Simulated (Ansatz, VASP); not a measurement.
## BPd2 in VASP and in Ansatz

The input INCAR:

```
SYSTEM = BPd2
PREC = Accurate
ENCUT = 500
EDIFF = 1E-7
ISMEAR = 0
SIGMA = 0.1
LREAL = .False.
LASPH = .True.
NELM = 120
ALGO = Normal
ISIF = 3
LWAVE = .False.
LCHARG = .False.
GGA = CA
IBRION = 2
NSW = 70
EDIFFG = -0.005
GGA_COMPAT = .False.
NELMIN = 4
```

Contents of KPOINTS:

```
regular mesh
0
Gamma
  8 8 12
  0 0 0
```

POSCAR

```
BPd2
1.0
    4.7673922249      0.0000000000      0.0000000000
    0.0000000000      5.1478977747      0.0000000000
    0.0000000000      0.0000000000      3.1560255912
B Pd
2 4
Direct
    0.0000000000      0.0000000000      0.0000000000
    0.5000000000      0.5000000000      0.5000000000
    0.2559324856      0.3429776529      0.0000000000
    0.7440675144      0.6570223471      0.0000000000
    0.7559324856      0.1570223471      0.5000000000
    0.2440675144      0.8429776529      0.5000000000
```

Input for Ansatz:

```yaml
crystal:
  lattice:
    - [4.7673922249, 0.0, 0.0]
    - [0.0, 5.1478977747, 0.0]
    - [0.0, 0.0, 3.1560255912]
  atoms:
    - { symbol: B, position: [0.0, 0.0, 0.0] }
    - { symbol: B, position: [0.5, 0.5, 0.5] }
    - { symbol: Pd, position: [0.2559324856, 0.3429776529, 0.0] }
    - { symbol: Pd, position: [0.7440675144, 0.6570223471, 0.0] }
    - { symbol: Pd, position: [0.7559324856, 0.1570223471, 0.5] }
    - { symbol: Pd, position: [0.2440675144, 0.8429776529, 0.5] }
basis:
  ecutwfc: 420
kpoints:
  mp_grid: { grid: [8, 8, 12] }
hamiltonian:
  xc: lda
scf:
  occupations: { method: gaussian, width: 0.1 }
output:
  forces: true
  stress: true
  eigenvalues: true
relax:
  adjacent_minimum: "off"
  f_tol: 0.005
  max_steps: 50
  cell: { stress_tol: 0.05 }
```

Alike in both runs: task relaxation of cell and atoms; functional LDA; k mesh 8 × 8 × 12; occupations gaussian, width 0.1 eV; no spin polarisation.

```csv
,VASP,Ansatz
version,VASP 6.6.1,Ansatz 0.2.0
potentials or method,"VASP PAW LDA potentials, release 64 (B, Pd), cutoff 500 eV","scalar-relativistic, plane waves, PAW"
valence electrons in the cell,46,78
```

|  | VASP | Ansatz | Ansatz less VASP |
| --- | --- | --- | --- |
| gap on the k mesh at the Fermi level, each at its own relaxed structure (eV) | none | none | - |
| relaxed volume (Å³/atom) | 12.14 | 12.10 | -0.040 |
| relaxed length of the cell vector where the two differ most in proportion (Å) | 3.099 | 3.094 | -0.0051 |

LDA's correlation is that of Perdew and Zunger in VASP and of Perdew and Wang (1992) in Ansatz. A gap of «none» marks a metal or a gap that the smearing closes. VASP's potentials hold 46 valence electrons a cell and Ansatz's 78, so a difference there can come from the potentials and not from the codes.
